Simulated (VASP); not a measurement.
A run of VASP 6.6.1 is set up as follows.

The input INCAR:

```
SYSTEM = Al3Ga3N2
PREC = Accurate
ENCUT = 520
EDIFF = 1E-6
ISMEAR = 0
SIGMA = 0.2
LREAL = .False.
LASPH = .True.
NELM = 60
ALGO = Normal
ISIF = 2
LWAVE = .False.
LCHARG = .False.
GGA = PE
NBANDS = 39
```

The input KPOINTS:

```
regular mesh
0
Gamma
  6 6 2
  0 0 0
```

File POSCAR:

```
Al3Ga3N2
1.0
    3.0811825812      0.0000000000      0.0000000000
   -1.5405912906      2.6683823890      0.0000000000
    0.0000000000      0.0000000000     14.6532020164
Al Ga N
3 3 2
Direct
    0.3333333333      0.6666666667      0.1748992903
    0.0000000000      0.0000000000      0.0012625495
    0.6666666667      0.3333333333      0.6788631559
    0.0000000000      0.0000000000      0.3574679963
    0.3333333333      0.6666666667      0.5198001237
    0.3333333333      0.6666666667      0.8447603943
    0.0000000000      0.0000000000      0.1320840433
    0.3333333333      0.6666666667      0.3038624467
```

Potentials or basis: VASP PAW PBE potentials, release 64 (Al, Ga_d, N).

The run is started by

```console
$ cat potpaw_PBE.64/Al/POTCAR potpaw_PBE.64/Ga_d/POTCAR potpaw_PBE.64/N/POTCAR > POTCAR
$ mpirun -np 1 vasp_std > vasp.out
```

Task: Estimate the largest force.

Result: 0.017 eV/Å.

Task: What does it give for the pressure?

Result: 0.1 GPa.

Stress tensor (GPa, compression positive):
```
0.00 0.00 0.00
0.00 0.00 0.00
0.00 0.00 0.29
```

Caveat: the k points lie up to 0.39 Å⁻¹ apart, too coarse for converged energies and pressures of a metal.
